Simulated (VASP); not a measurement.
# LiCl (Fm-3m) in VASP: notebook

Aim: see how the results for LiCl move with the level of theory and the settings. Levels: r2SCAN, PBEsol. Tasks: single point.

Program: VASP 6.6.1. These are calculated values, not measurements. Logs are shortened: lines on timing, memory, paths and dates and some standing lists are left out, and cuts for length are marked.

### 1 The cell of the first run

The structure is cubic, space group Fm-3m (No. 225). Conventional cell: a = 5.230 Å, b = 5.230 Å, c = 5.230 Å, α = 90.00°, β = 90.00°, γ = 90.00°. Cl (site symmetry m-3m) has 6 Li at 2.62 Å within 3.4 Å. Li (site symmetry m-3m) has 6 Cl at 2.62 Å within 3.4 Å.

### 2 Single point, r2SCAN

POSCAR reads:

```
LiCl
1.0
    0.0000000000      2.6150723786      2.6150723786
    2.6150723786      0.0000000000      2.6150723786
    2.6150723786      2.6150723786      0.0000000000
Cl Li
1 1
Direct
    0.5000000000      0.5000000000      0.5000000000
    0.0000000000      0.0000000000      0.0000000000
```

INCAR.step1 reads:

```
ALGO = Normal ; EDIFF = 1E-4
ENCUT = 520 ; GGA = PE
ISMEAR = -1 ; LASPH = True
LCHARG = False ; LREAL = False
LWAVE = True ; NBANDS = 12
NELM = 60 ; PREC = Accurate
SIGMA = 0.05
```

INCAR.step2 reads:

```
ALGO = Normal ; EDIFF = 1E-7
ENCUT = 520 ; ISIF = 2
ISMEAR = -1 ; ISTART = 1
LASPH = True ; LCHARG = False
LMIXTAU = True ; LREAL = False
LWAVE = False ; METAGGA = R2SCAN
NBANDS = 12 ; NELM = 60
PREC = Accurate ; SIGMA = 0.05
```

KPOINTS reads:

```
k-points
0
Gamma
  9 9 9
```

Potentials or basis: VASP PAW PBE potentials, release 64 (Cl, Li_sv).

On the command line:

```bash
$ cat potpaw_PBE.64/Cl/POTCAR potpaw_PBE.64/Li_sv/POTCAR > POTCAR
$ cp INCAR.step1 INCAR
$ mpirun -np 1 vasp_std > vasp.out
$ cp INCAR.step2 INCAR
$ mpirun -np 1 vasp_std > vasp.out
```

OUTCAR:

```text
EDIFF = 1E-7
   ENCUT = 520
   ISIF = 2
   ISMEAR = -1
   ISTART = 1
   LASPH = True
   LREAL = False
   METAGGA = R2SCAN
   NELM = 60
   PREC = Accurate

 ion  position               nearest neighbor table
   1  0.500  0.500  0.500-   2 2.62   2 2.62   2 2.62   2 2.62   2 2.62   2 2.62
   2  0.000  0.000  0.000-   1 2.62   1 2.62   1 2.62   1 2.62   1 2.62   1 2.62

  LATTYP: Found a face centered cubic cell.
 ALAT       =     5.2301447572

  Lattice vectors:

 A1 = (   0.0000000000,   2.6150723786,   2.6150723786)
 A2 = (   2.6150723786,   0.0000000000,   2.6150723786)
 A3 = (   2.6150723786,   2.6150723786,   0.0000000000)

Analysis of symmetry for initial positions (statically):
=====================================================================
 Subroutine PRICEL returns:
 Original cell was already a primitive cell.

 Routine SETGRP: Setting up the symmetry group for a
 face centered cubic supercell.

 Subroutine GETGRP returns: Found 48 space group operations
 (whereof 48 operations were pure point group operations)
 out of a pool of 48 trial point group operations.

The static configuration has the point symmetry O_h .

Analysis of symmetry for dynamics (positions and initial velocities):
=====================================================================
 Subroutine PRICEL returns:
 Original cell was already a primitive cell.

 Routine SETGRP: Setting up the symmetry group for a
 face centered cubic supercell.

 Subroutine GETGRP returns: Found 48 space group operations
 (whereof 48 operations were pure point group operations)
 out of a pool of 48 trial point group operations.

The dynamic configuration has the point symmetry O_h .

 Subroutine INISYM returns: Found 48 space group operations
 (whereof 48 operations are pure point group operations),
 and found     1 'primitive' translations

----------------------------------------------------------------------------------------

                                     Primitive cell

  volume of cell :      35.7669

  direct lattice vectors                    reciprocal lattice vectors
     0.000000000  2.615072379  2.615072379    -0.191199297  0.191199297  0.191199297
     2.615072379  0.000000000  2.615072379     0.191199297 -0.191199297  0.191199297
     2.615072379  2.615072379  0.000000000     0.191199297  0.191199297 -0.191199297

  length of vectors
     3.698270824  3.698270824  3.698270824     0.331166897  0.331166897  0.331166897

  position of ions in fractional coordinates (direct lattice)
     0.500000000  0.500000000  0.500000000
     0.000000000  0.000000000  0.000000000

  ion indices of the primitive-cell ions
   primitive index   ion index
                 1           1
                 2           2

----------------------------------------------------------------------------------------

 KPOINTS: k-points

Automatic generation of k-mesh.
 Grid dimensions read from file:
 generate k-points for:    9    9    9

 Generating k-lattice:

  Cartesian coordinates                     Fractional coordinates (reciprocal lattice)
    -0.021244366  0.021244366  0.021244366     0.111111111  0.000000000  0.000000000
     0.021244366 -0.021244366  0.021244366     0.000000000  0.111111111  0.000000000
     0.021244366  0.021244366 -0.021244366     0.000000000  0.000000000  0.111111111

  Length of vectors
     0.036796322  0.036796322  0.036796322

  Shift w.r.t. Gamma in fractional coordinates (k-lattice)
     0.000000000  0.000000000  0.000000000

 Subroutine IBZKPT returns following result:
 ===========================================

 Found     35 irreducible k-points:

 Following reciprocal coordinates:
            Coordinates               Weight
  0.000000  0.000000  0.000000      1.000000
  0.111111  0.000000  0.000000      8.000000
  0.222222  0.000000  0.000000      8.000000
  0.333333  0.000000  0.000000      8.000000
  0.444444  0.000000  0.000000      8.000000
  0.111111  0.111111  0.000000      6.000000
[... 16 lines left out ...]
 -0.333333  0.333333  0.000000     12.000000
  0.444444  0.444444  0.000000      6.000000
 [... further k-points ...]
   k-points           NKPTS =     35   k-points in BZ     NKDIM =     35   number of bands    NBANDS=     12
   number of dos      NEDOS =    301   number of ions     NIONS =      2
   total plane-waves  NPLWV =  21952
   dimension x,y,z NGX =    28 NGY =   28 NGZ =   28
   dimension x,y,z NGXF=    56 NGYF=   56 NGZF=   56
   ions per type =               1   1
   NGX,Y,Z   is equivalent  to a cutoff of  12.59, 12.59, 12.59 a.u.
   NGXF,Y,Z  is equivalent  to a cutoff of  25.17, 25.17, 25.17 a.u.
 SYSTEM =  unknown system
   PREC   = accura    normal or accurate (medium, high low for compatibility)
   ISTART =      1    job   : 0-new  1-cont  2-samecut
   ICHARG =      0    charge: 1-file 2-atom 10-const
   ISPIN  =      1    spin polarized calculation?
   LNONCOLLINEAR =      F non collinear calculations
   LSORBIT =      F    spin-orbit coupling
   LASPH  =      T    aspherical Exc in radial PAW
   ENCUT  =  520.0 eV  38.22 Ry    6.18 a.u.   6.88  6.88  6.88*2*pi/ulx,y,z
   NELM   =     60;   NELMIN=  2; NELMDL=  0     # of ELM steps
   EDIFF  = 0.1E-06   stopping-criterion for ELM
   LREAL  =      F    real-space projection
   EDIFFG = 0.1E-05   stopping-criterion for IOM
   NSW    =      0    number of steps for IOM
   IBRION =     -1    ionic relax: 0-MD 1-quasi-New 2-CG
   NFREE  =      0    steps in history (QN), initial steepest desc. (CG)
   ISIF   =      2    stress and relaxation
   ISYM   =      2    0-nonsym 1-usesym 2-fastsym
   POTIM  = 0.5000    time-step for ionic-motion
   TEBEG  =    0.0;   TEEND  =   0.0 temperature during run
   PSTRESS=    0.0 pullay stress
   NELECT =      10.0000    total number of electrons
   NUPDOWN=      -1.0000    fix difference up-down
   EMIN   =  10.00;   EMAX   =-10.00  energy-range for DOS
   EFERMI =   0.00;   METHOD = LEGACY
   ISMEAR =    -1;   SIGMA  =   0.05  broadening in eV -4-tet -1-fermi 0-gaus
   EFERMI_NEDOS =   21; number of points for ismear=-14 and -15
   IALGO  =     38    algorithm
   IMIX   =      4    mixing-type and parameters
     AMIX     =   0.40;   BMIX     =  1.00
     AMIX_MAG =   1.60;   BMIX_MAG =  1.00
  volume/ion in A,a.u.               =      17.88       120.68
  Fermi-wavevector in a.u.,A,eV,Ry     =   1.070486  2.022926 15.591473  1.145941
  Thomas-Fermi vector in A             =   2.206198
   LORBIT       =      0    0 simple, 1 ext, 2 COOP (PROOUT), +10 PAW based schemes
   METAGGA = R2SCAN    functional components
   LHFCALC =     F    Hartree Fock is set to
   AEXX    =    0.0000 exact exchange contribution
   IVDW    =     0    specifies the selected vdW correction
   LEPSILON=     F    determine dielectric tensor
   LRPA    =     F    only Hartree local field effects (RPA)
 non-spin polarized calculation
  energy-cutoff  :      520.00
  volume of cell :       35.77
 maximum number of plane-waves:       981
   NGX = 13   NGY = 13   NGZ = 13

 number of electron      10.0000009 magnetization

 Free energy of the ion-electron system (eV)
  ---------------------------------------------------
  ext. energy  EPLUGINS =         0.00000000
  ---------------------------------------------------
  free energy    TOTEN  =       -12.56495599 eV

  energy without entropy =      -12.56495599  energy(sigma->0) =      -12.56495599

 E-fermi :   0.8239     XC(G=0):  -8.8946

 val. band max:       -0.2326779644   @ k =   0.0000   0.0000   0.0000
 cond. band min:       6.7246289399   @ k =   0.0000   0.0000   0.0000
 fundamental gap:      6.9573069043
 Fermi energy:         0.8238985297

 k-point     1 :       0.0000    0.0000    0.0000
  band No.  band energies     occupation
      1     -45.1580      2.00000
      2     -14.0171      2.00000
      3      -0.2327      2.00000
      4      -0.2327      2.00000
      5      -0.2327      2.00000
      6       6.7246      0.00000
      7      12.3772      0.00000
      8      12.3772      0.00000
      9      12.3773      0.00000
     10      14.9916      0.00000
     11      14.9916      0.00000
     12      15.2636      0.00000

 k-point     2 :       0.1111    0.0000    0.0000
  band No.  band energies     occupation
      1     -45.1579      2.00000
      2     -13.9628      2.00000
      3      -0.6188      2.00000
      4      -0.2641      2.00000
      5      -0.2641      2.00000
      6       7.0913      0.00000
      7      11.7170      0.00000
      8      12.3735      0.00000
      9      12.3737      0.00000
     10      13.6554      0.00000
     11      13.6556      0.00000
     12      15.6290      0.00000

 k-point     3 :       0.2222    0.0000    0.0000
  band No.  band energies     occupation
      1     -45.1573      2.00000
      2     -13.8198      2.00000
      3      -1.4635      2.00000
      4      -0.3406      2.00000
      5      -0.3406      2.00000
      6       7.6044      0.00000
      7      11.2913      0.00000
      8      11.4873      0.00000
      9      11.4875      0.00000
     10      14.0914      0.00000
     11      14.0914      0.00000
     12      16.0911      0.00000
[... 286 lines left out ...]
 k-point    23 :      -0.3333    0.3333    0.0000
  band No.  band energies     occupation
      1     -45.1559      2.00000
      2     -13.3569      2.00000
      3      -2.2368      2.00000
      4      -2.1026      2.00000
      5      -0.8337      2.00000
      6       8.6482      0.00000
      7      11.0075      0.00000
      8      11.3309      0.00000
      9      11.5433      0.00000
     10      15.0214      0.00000
     11      16.5007      0.00000
     12      19.0325      0.00000

 k-point    24 :       0.4444    0.4444    0.0000
  band No.  band energies     occupation
      1     -45.1558      2.00000
      2     -13.3219      2.00000
      3      -2.8296      2.00000
      4      -1.2233      2.00000
      5      -1.2233      2.00000
      6       8.4771      0.00000
      7       8.8308      0.00000
      8      12.5372      0.00000
      9      14.5578      0.00000
     10      14.5581      0.00000
     11      17.2350      0.00000
     12      19.1332      0.00000

 [... further k-points ...]

------------------------ aborting loop because EDIFF is reached ----------------------------------------

  FORCE on cell =-STRESS in cart. coord.  units (eV):
  Direction    XX          YY          ZZ          XY          YZ          ZX
  --------------------------------------------------------------------------------------
  -------------------------------------------------------------------------------------
  Total       -0.5829950     -0.5829950     -0.5829950      0.0000000     -0.0000000     -0.0000000
  in kB      -26.1152564    -26.1152564    -26.1152564      0.0000000     -0.0000000     -0.0000000
  external PRESSURE =     -26.1152564 kB  Pullay stress =       0.0000000 kB

 VOLUME and BASIS-vectors are now :
 -----------------------------------------------------------------------------
  energy-cutoff  :      520.00
  volume of cell :       35.77
      direct lattice vectors                 reciprocal lattice vectors
     0.000000000  2.615072379  2.615072379    -0.191199297  0.191199297  0.191199297
     2.615072379  0.000000000  2.615072379     0.191199297 -0.191199297  0.191199297
     2.615072379  2.615072379  0.000000000     0.191199297  0.191199297 -0.191199297

 POSITION                                       TOTAL-FORCE (eV/Angst)
 -----------------------------------------------------------------------------------
      2.61507      2.61507      2.61507         0.000000     -0.000000      0.000000
      0.00000      0.00000      0.00000        -0.000000      0.000000     -0.000000
 -----------------------------------------------------------------------------------
    total drift:                                0.000000      0.000000      0.000000

  FREE ENERGIE OF THE ION-ELECTRON SYSTEM (eV)
  ---------------------------------------------------
  free  energy   TOTEN  =       -12.5649559907 eV

  energy  without entropy=      -12.5649559906  energy(sigma->0) =      -12.56495599
```

Wall time 1.7 min (1 thread of Intel Xeon 8259CL, shared host); peak memory 0.16 GiB.

What came out:

```yaml
Free_energy: -12.5650 eV
Band_gap_on_the_k_mesh: 6.96 eV, direct
```

Caveat: the cutoff is under 1.25 times the usual one of these potentials, so pressure, stress and relaxed cells hold a basis-set (Pulay) error; the PAW data sets were made with another functional, which shifts forces and pressure a little.

### 3 Single point, PBEsol

This run uses another cell than the first one, of 16.20 Å³/atom, 0.906 times its volume.

INCAR reads:

```
SYSTEM = LiCl
PREC = Accurate
ENCUT = 520
EDIFF = 1E-6
ISMEAR = -1
SIGMA = 0.05
LREAL = .False.
LASPH = .True.
NELM = 100
ALGO = Normal
ISIF = 2
LWAVE = .False.
LCHARG = .True.
GGA = PS
LELF = .True.
LVHAR = .True.
NBANDS = 12
```

KPOINTS reads:

```
Automatic mesh
0
Gamma
  9 9 9
  0 0 0
```

POSCAR reads:

```
LiCl
1.0
    0.0000000000      2.5301066968      2.5301066968
    2.5301066968      0.0000000000      2.5301066968
    2.5301066968      2.5301066968      0.0000000000
Cl Li
1 1
Direct
    0.5000000000      0.5000000000      0.5000000000
    0.0000000000      0.0000000000      0.0000000000
```

Potentials or basis: VASP PAW PBE potentials, release 64 (Cl, Li_sv).

On the command line:

```bash
$ cat potpaw_PBE.64/Cl/POTCAR potpaw_PBE.64/Li_sv/POTCAR > POTCAR
$ mpirun -np 1 vasp_std > vasp.out
```

It took 9.9 s on 1 thread of Intel Xeon 6975P-C, shared host; peak memory 0.15 GiB.

It converged, with:

```
Free energy            : -7.6391 eV
Band gap on the k mesh : 6.37 eV, direct
```

Levels at points of the mesh, in eV from the valence-band top:
| k point | band 2 | band 3 | band 4 | band 5 | band 6 | band 7 | band 8 | band 9 |
| --- | --- | --- | --- | --- | --- | --- | --- | --- |
| (0.00, 0.00, 0.00) | -13.54 | 0.00 | 0.00 | 0.00 | 6.37 | 11.84 | 11.84 | 11.84 |

Caveat: the cutoff is under 1.25 times the usual one of these potentials, so pressure, stress and relaxed cells hold a basis-set (Pulay) error; the PAW data sets were made with another functional, which shifts forces and pressure a little. Expect the measured gap to be larger: semilocal functionals such as PBEsol lack the derivative discontinuity.

[end of part 1 of 2]
